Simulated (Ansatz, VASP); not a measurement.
Sn: VASP beside Ansatz

```xyz
1
Lattice="-1.8947 1.8947 1.8947 1.8947 -1.8947 1.8947 1.8947 1.8947 -1.8947" Properties=species:S:1:pos:R:3 pbc="T T T"
Sn    0.0000    0.0000    0.0000
```

Alike in both runs: task relaxation of cell and atoms; functional LDA; k mesh 14 × 14 × 14; occupations fermi-dirac, width 0.1 eV; no spin polarisation.

```csv
,VASP,Ansatz
version,VASP 6.6.1,Ansatz 0.2.0
potentials or method,"VASP PAW LDA potentials, release 64 (Sn_d)","PAW with Ansatz's default frozen-core files, scalar-relativistic"
plane-wave cutoff (eV),600,420
valence electrons in the cell,14,14
```

```csv
,VASP,Ansatz,Ansatz less VASP
relaxed volume (Å³/atom),25.50,25.46,-0.035
relaxed cell length with the largest relative difference (Å),3.212,3.210,-0.0015
```

LDA's correlation is that of Perdew and Zunger in VASP and of Perdew and Wang (1992) in Ansatz.
